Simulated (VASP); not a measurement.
# MgO (I4/mmm) in VASP: further runs

Runs on MgO. Level: PBEsol. Tasks: single point.

Everything below comes from runs of VASP 6.6.1. Logs are shortened: lines on timing, memory, paths and dates and some standing lists are left out, and cuts for length are marked.

### 1 The cell of the first run

The structure is tetragonal, space group I4/mmm (No. 139). Conventional cell: a = 2.980 Å, b = 2.980 Å, c = 4.467 Å, α = 90.00°, β = 90.00°, γ = 90.00°. Within 2.8 Å of Mg (site symmetry 4/mmm) lie 6 O at 2.11 to 2.23 Å. Within 2.8 Å of O (site symmetry 4/mmm) lie 6 Mg at 2.11 to 2.23 Å.

### 2 Single point, PBEsol (strain +0.0600 x Voigt [0, 0, 1, 0, 0, 0])

Contents of INCAR:

```
ALGO = Normal
EDIFF = 1E-6
ENCUT = 520
GGA = PS
ISIF = 2
ISMEAR = 0
LASPH = True
LCHARG = False
LREAL = False
LWAVE = False
NBANDS = 11
NELM = 80
PREC = Accurate
SIGMA = 0.05
```

Contents of KPOINTS:

```
k-points
0
Gamma
  10 10 10
```

Contents of POSCAR:

```
MgO
1.0
    0.0000000000      2.1071057202      2.2335320634
    2.1071057202      0.0000000000      2.2335320634
    2.1071057202      2.1071057202      0.0000000000
Mg O
1 1
Direct
    0.0000000000      0.0000000000      0.0000000000
    0.5000000000      0.5000000000      0.5000000000
```

Potentials or basis: VASP PAW PBE potentials, release 64 (Mg, O).

The run is started by

```
cat potpaw_PBE.64/Mg/POTCAR potpaw_PBE.64/O/POTCAR > POTCAR
mpirun -np 1 vasp_std > vasp.out
```

OUTCAR:

```text
EDIFF = 1E-6
   ENCUT = 520
   GGA = PS
   ISIF = 2
   ISMEAR = 0
   LASPH = True
   LREAL = False
   NELM = 80
   PREC = Accurate

 ion  position               nearest neighbor table
   1  0.000  0.000  0.000-   2 2.11   2 2.11   2 2.11   2 2.11   2 2.23   2 2.23
   2  0.500  0.500  0.500-   1 2.11   1 2.11   1 2.11   1 2.11   1 2.23   1 2.23

  LATTYP: Found a body centered tetragonal cell.
 ALAT       =     2.9798974869
 C/A-ratio  =     1.4990663761

  Lattice vectors:

 A1 = (  -2.1071057202,   0.0000000000,   2.2335320634)
 A2 = (   2.1071057202,   0.0000000000,   2.2335320634)
 A3 = (   0.0000000000,   2.1071057202,  -2.2335320634)

Analysis of symmetry for initial positions (statically):
=====================================================================
 Subroutine PRICEL returns:
 Original cell was already a primitive cell.

 Routine SETGRP: Setting up the symmetry group for a
 body centered tetragonal supercell.

 Subroutine GETGRP returns: Found 16 space group operations
 (whereof 16 operations were pure point group operations)
 out of a pool of 16 trial point group operations.

The static configuration has the point symmetry D_4h.

Analysis of symmetry for dynamics (positions and initial velocities):
=====================================================================
 Subroutine PRICEL returns:
 Original cell was already a primitive cell.

 Routine SETGRP: Setting up the symmetry group for a
 body centered tetragonal supercell.

 Subroutine GETGRP returns: Found 16 space group operations
 (whereof 16 operations were pure point group operations)
 out of a pool of 16 trial point group operations.

The dynamic configuration has the point symmetry D_4h.

 Subroutine INISYM returns: Found 16 space group operations
 (whereof 16 operations are pure point group operations),
 and found     1 'primitive' translations

----------------------------------------------------------------------------------------

                                     Primitive cell

  volume of cell :      19.8333

  direct lattice vectors                    reciprocal lattice vectors
     0.000000000  2.107105720  2.233532063    -0.237292318  0.237292318  0.223860677
     2.107105720  0.000000000  2.233532063     0.237292318 -0.237292318  0.223860677
     2.107105720  2.107105720  0.000000000     0.237292318  0.237292318 -0.223860677

  length of vectors
     3.070596032  3.070596032  2.979897487     0.403396692  0.403396692  0.403396692

  position of ions in fractional coordinates (direct lattice)
     0.000000000  0.000000000  0.000000000
     0.500000000  0.500000000  0.500000000

  ion indices of the primitive-cell ions
   primitive index   ion index
                 1           1
                 2           2

----------------------------------------------------------------------------------------

 KPOINTS: k-points

Automatic generation of k-mesh.
 Grid dimensions read from file:
 generate k-points for:   10   10   10

 Generating k-lattice:

  Cartesian coordinates                     Fractional coordinates (reciprocal lattice)
    -0.023729232  0.023729232  0.022386068     0.100000000  0.000000000  0.000000000
     0.023729232 -0.023729232  0.022386068     0.000000000  0.100000000  0.000000000
     0.023729232  0.023729232 -0.022386068    -0.000000000 -0.000000000  0.100000000

  Length of vectors
     0.040339669  0.040339669  0.040339669

  Shift w.r.t. Gamma in fractional coordinates (k-lattice)
     0.000000000  0.000000000  0.000000000

 Subroutine IBZKPT returns following result:
 ===========================================

 Found    102 irreducible k-points:

 Following reciprocal coordinates:
            Coordinates               Weight
  0.000000  0.000000  0.000000      1.000000
  0.100000 -0.000000  0.000000      8.000000
  0.200000 -0.000000  0.000000      8.000000
  0.300000  0.000000  0.000000      8.000000
  0.400000 -0.000000  0.000000      8.000000
  0.500000  0.000000  0.000000      4.000000
[... 16 lines left out ...]
  0.300000  0.300000  0.000000      2.000000
  0.400000  0.300000  0.000000      8.000000
 [... further k-points ...]
   k-points           NKPTS =    102   k-points in BZ     NKDIM =    102   number of bands    NBANDS=     11
   number of dos      NEDOS =    301   number of ions     NIONS =      2
   total plane-waves  NPLWV =  13824
   dimension x,y,z NGX =    24 NGY =   24 NGZ =   24
   dimension x,y,z NGXF=    48 NGYF=   48 NGZF=   48
   ions per type =               1   1
   NGX,Y,Z   is equivalent  to a cutoff of  12.99, 12.99, 13.39 a.u.
   NGXF,Y,Z  is equivalent  to a cutoff of  25.99, 25.99, 26.78 a.u.
 SYSTEM =  unknown system
   PREC   = accura    normal or accurate (medium, high low for compatibility)
   ISTART =      0    job   : 0-new  1-cont  2-samecut
   ICHARG =      2    charge: 1-file 2-atom 10-const
   ISPIN  =      1    spin polarized calculation?
   LNONCOLLINEAR =      F non collinear calculations
   LSORBIT =      F    spin-orbit coupling
   LASPH  =      T    aspherical Exc in radial PAW
   ENCUT  =  520.0 eV  38.22 Ry    6.18 a.u.   5.71  5.71  5.54*2*pi/ulx,y,z
   NELM   =     80;   NELMIN=  2; NELMDL= -5     # of ELM steps
   EDIFF  = 0.1E-05   stopping-criterion for ELM
   LREAL  =      F    real-space projection
   EDIFFG = 0.1E-04   stopping-criterion for IOM
   NSW    =      0    number of steps for IOM
   IBRION =     -1    ionic relax: 0-MD 1-quasi-New 2-CG
   NFREE  =      0    steps in history (QN), initial steepest desc. (CG)
   ISIF   =      2    stress and relaxation
   ISYM   =      2    0-nonsym 1-usesym 2-fastsym
   POTIM  = 0.5000    time-step for ionic-motion
   TEBEG  =    0.0;   TEEND  =   0.0 temperature during run
   PSTRESS=    0.0 pullay stress
   NELECT =       8.0000    total number of electrons
   NUPDOWN=      -1.0000    fix difference up-down
   EMIN   =  10.00;   EMAX   =-10.00  energy-range for DOS
   EFERMI =   0.00;   METHOD = LEGACY
   ISMEAR =     0;   SIGMA  =   0.05  broadening in eV -4-tet -1-fermi 0-gaus
   EFERMI_NEDOS =   21; number of points for ismear=-14 and -15
   IALGO  =     38    algorithm
   IMIX   =      4    mixing-type and parameters
     AMIX     =   0.40;   BMIX     =  1.00
     AMIX_MAG =   1.60;   BMIX_MAG =  1.00
  volume/ion in A,a.u.               =       9.92        66.92
  Fermi-wavevector in a.u.,A,eV,Ry     =   1.209595  2.285803 19.906948  1.463119
  Thomas-Fermi vector in A             =   2.345167
   LORBIT       =      0    0 simple, 1 ext, 2 COOP (PROOUT), +10 PAW based schemes
   GGA     = PS    functional components
   LHFCALC =     F    Hartree Fock is set to
   AEXX    =    0.0000 exact exchange contribution
   IVDW    =     0    specifies the selected vdW correction
   LEPSILON=     F    determine dielectric tensor
   LRPA    =     F    only Hartree local field effects (RPA)
 non-spin polarized calculation
 Gauss-broadening in eV      SIGMA  =   0.05
  energy-cutoff  :      520.00
  volume of cell :       19.83
 maximum number of plane-waves:       548
   NGX = 11   NGY = 11   NGZ = 11

 number of electron       8.0000000 magnetization

 Free energy of the ion-electron system (eV)
  ---------------------------------------------------
  ext. energy  EPLUGINS =         0.00000000
  ---------------------------------------------------
  free energy    TOTEN  =       -12.46174099 eV

  energy without entropy =      -12.46174099  energy(sigma->0) =      -12.46174099

 E-fermi :   3.0290     XC(G=0): -11.0194

 val. band max:        2.7012093617   @ k =   0.0000   0.0000   0.0000
 cond. band min:       6.6908841426   @ k =   0.0000   0.0000   0.0000
 fundamental gap:      3.9896747809
 Fermi energy:         3.0289987835

 k-point     1 :       0.0000    0.0000    0.0000
  band No.  band energies     occupation
      1     -14.2847      2.00000
      2       2.5846      2.00000
      3       2.5846      2.00000
      4       2.7012      2.00000
      5       6.6909      0.00000
      6      17.5663      0.00000
      7      18.1681      0.00000
      8      18.1681      0.00000
      9      21.6636      0.00000
     10      22.5781      0.00000
     11      24.3641      0.00000

 k-point     2 :       0.1000   -0.0000    0.0000
  band No.  band energies     occupation
      1     -14.1876      2.00000
      2       1.9647      2.00000
      3       2.5332      2.00000
      4       2.5953      2.00000
      5       7.3322      0.00000
      6      16.6974      0.00000
      7      17.9655      0.00000
      8      18.4025      0.00000
      9      21.8426      0.00000
     10      23.2303      0.00000
     11      23.4221      0.00000

 k-point     3 :       0.2000   -0.0000    0.0000
  band No.  band energies     occupation
      1     -13.9212      2.00000
      2       0.6910      2.00000
      3       2.4022      2.00000
      4       2.4073      2.00000
      5       8.5290      0.00000
      6      15.1737      0.00000
      7      18.2414      0.00000
      8      18.9191      0.00000
      9      21.3622      0.00000
     10      22.5137      0.00000
     11      23.8768      0.00000

 k-point     4 :       0.3000    0.0000    0.0000
  band No.  band energies     occupation
      1     -13.5634      2.00000
      2      -0.5582      2.00000
      3       2.1903      2.00000
      4       2.2470      2.00000
      5       9.4959      0.00000
      6      14.3824      0.00000
      7      18.1070      0.00000
      8      19.1419      0.00000
      9      22.0153      0.00000
     10      22.6967      0.00000
     11      23.3494      0.00000

 k-point     5 :       0.4000   -0.0000    0.0000
  band No.  band energies     occupation
      1     -13.2454      2.00000
      2      -1.4609      2.00000
      3       2.0237      2.00000
      4       2.1263      2.00000
      5       9.9142      0.00000
      6      14.3339      0.00000
      7      17.8055      0.00000
      8      18.9706      0.00000
      9      22.6010      0.00000
     10      23.5119      0.00000
     11      23.7985      0.00000
[... 211 lines left out ...]
 k-point    21 :      -0.3000    0.2000    0.0000
  band No.  band energies     occupation
      1     -13.1548      2.00000
      2      -1.0162      2.00000
      3       0.9109      2.00000
      4       2.0810      2.00000
      5      11.3046      0.00000
      6      13.6922      0.00000
      7      16.1105      0.00000
      8      19.6906      0.00000
      9      22.5805      0.00000
     10      23.0120      0.00000
     11      25.9597      0.00000

 k-point    22 :      -0.2000    0.2000    0.0000
  band No.  band energies     occupation
      1     -13.4297      2.00000
      2      -0.5223      2.00000
      3       1.4193      2.00000
      4       2.2480      2.00000
      5      10.4023      0.00000
      6      13.7490      0.00000
      7      17.0592      0.00000
      8      20.1756      0.00000
      9      20.8446      0.00000
     10      23.1812      0.00000
     11      25.5071      0.00000

 k-point    23 :       0.3000    0.3000    0.0000
  band No.  band energies     occupation
      1     -13.4563      2.00000
      2      -0.4203      2.00000
      3       1.8347      2.00000
      4       1.8347      2.00000
      5      10.7577      0.00000
      6      13.0318      0.00000
      7      15.7468      0.00000
      8      20.1214      0.00000
      9      20.1214      0.00000
     10      26.6216      0.00000
     11      28.0507      0.00000

 k-point    24 :       0.4000    0.3000    0.0000
  band No.  band energies     occupation
      1     -13.2374      2.00000
      2      -0.8295      2.00000
      3       1.4638      2.00000
      4       1.7154      2.00000
      5      11.5284      0.00000
      6      12.7742      0.00000
      7      15.0291      0.00000
      8      20.3623      0.00000
      9      20.4541      0.00000
     10      27.1398      0.00000
     11      27.8789      0.00000

 [... further k-points ...]
[... 5 lines left out ...]
  --------------------------------------------------------------------------------------
  -------------------------------------------------------------------------------------
  Total       -0.6621174     -0.6621174     -1.5774631      0.0000000     -0.0000000      0.0000000
  in kB      -53.4873099    -53.4873099   -127.4309558      0.0000000     -0.0000000      0.0000000
  external PRESSURE =     -78.1351919 kB  Pullay stress =       0.0000000 kB

 VOLUME and BASIS-vectors are now :
 -----------------------------------------------------------------------------
  energy-cutoff  :      520.00
  volume of cell :       19.83
      direct lattice vectors                 reciprocal lattice vectors
     0.000000000  2.107105720  2.233532063    -0.237292318  0.237292318  0.223860677
     2.107105720  0.000000000  2.233532063     0.237292318 -0.237292318  0.223860677
     2.107105720  2.107105720  0.000000000     0.237292318  0.237292318 -0.223860677

 POSITION                                       TOTAL-FORCE (eV/Angst)
 -----------------------------------------------------------------------------------
      0.00000      0.00000      0.00000         0.000000     -0.000000      0.000000
      2.10711      2.10711      2.23353         0.000000      0.000000     -0.000000
 -----------------------------------------------------------------------------------
    total drift:                               -0.000000     -0.000000      0.000000

  FREE ENERGIE OF THE ION-ELECTRON SYSTEM (eV)
  ---------------------------------------------------
  free  energy   TOTEN  =       -12.4617409942 eV

  energy  without entropy=      -12.4617409942  energy(sigma->0) =      -12.46174099
```

It took 28 s on 1 thread of AMD EPYC 7R13 (Zen 3), shared host; peak memory 0.12 GiB.

Results:

- Free energy: -12.4617 eV
- Pressure: -7.8 GPa
- Band gap on the k mesh: 3.99 eV, direct

Stress tensor (GPa, compression positive):
```
 -5.35   0.00   0.00
  0.00  -5.35   0.00
  0.00   0.00 -12.74
```

Levels at points of the mesh, in eV from the valence-band top:
| k point | band 1 | band 2 | band 3 | band 4 | band 5 | band 6 | band 7 | band 8 |
| --- | --- | --- | --- | --- | --- | --- | --- | --- |
| (0.00, 0.00, 0.00) | -16.99 | -0.12 | -0.12 | 0.00 | 3.99 | 14.87 | 15.47 | 15.47 |
| (0.50, 0.00, 0.00) | -15.82 | -4.49 | -0.74 | -0.62 | 7.29 | 11.74 | 14.98 | 16.16 |
| (0.50, 0.50, 0.00) | -15.68 | -4.09 | -1.21 | -1.21 | 9.18 | 9.26 | 11.79 | 18.36 |
| (0.50, 0.00, 0.50) | -15.53 | -3.92 | -1.62 | -1.24 | 8.62 | 9.18 | 12.53 | 17.14 |

Caveat: the cell differs from its parent crystal (strain +0.0600 x Voigt [0, 0, 1, 0, 0, 0]); the PAW data sets were made with another functional, which shifts forces and pressure a little.

### 3 Single point, PBEsol (strain +0.0525 x Voigt [0, 0, 1, 0, 0, 0])

Contents of INCAR:

```
SYSTEM = MgO
  PREC = Accurate
  ENCUT = 520
  EDIFF = 1E-6
  ISMEAR = 0
  SIGMA = 0.05
  LREAL = .False.
  LASPH = .True.
  NELM = 60
  ALGO = Normal
  ISIF = 2
  LWAVE = .False.
  LCHARG = .False.
  GGA = PS
  NBANDS = 11
```

Contents of KPOINTS:

```
Automatic mesh
0
Gamma
  10 10 10
  0 0 0
```

Contents of POSCAR:

```
MgO
1.0
    0.0000000000      2.1071057202      2.2177287705
    2.1071057202      0.0000000000      2.2177287705
    2.1071057202      2.1071057202      0.0000000000
Mg O
1 1
Direct
    0.0000000000      0.0000000000      0.0000000000
    0.5000000000      0.5000000000      0.5000000000
```

Potentials or basis: VASP PAW PBE potentials, release 64 (Mg, O).

The run is started by

```
cat potpaw_PBE.64/Mg/POTCAR potpaw_PBE.64/O/POTCAR > POTCAR
mpirun -np 1 vasp_std > vasp.out
```

Run time: 26 s. Hardware: 1 thread of AMD EPYC 7R13 (Zen 3), shared host; peak memory 0.12 GiB.

Results (log left out):

- Free energy: -12.4723 eV
- Pressure: -7.1 GPa
- Band gap on the k mesh: 4.06 eV, direct

Stress tensor (GPa, compression positive):
```
 -4.81   0.00   0.00
  0.00  -4.81   0.00
  0.00   0.00 -11.71
```

Levels at points of the mesh, in eV from the valence-band top:
```csv
k point,band 1,band 2,band 3,band 4,band 5,band 6,band 7,band 8
"(0.00, 0.00, 0.00)",-17.01,-0.10,-0.10,0.00,4.06,14.95,15.48,15.48
"(0.50, 0.00, 0.00)",-15.83,-4.52,-0.73,-0.63,7.34,11.83,15.11,16.16
"(0.50, 0.50, 0.00)",-15.68,-4.10,-1.22,-1.22,9.14,9.33,11.92,18.41
"(0.50, 0.00, 0.50)",-15.54,-3.94,-1.59,-1.26,8.65,9.26,12.58,17.34
```

Caveat: the cell differs from its parent crystal (strain +0.0525 x Voigt [0, 0, 1, 0, 0, 0]); the PAW data sets were made with another functional, which shifts forces and pressure a little.
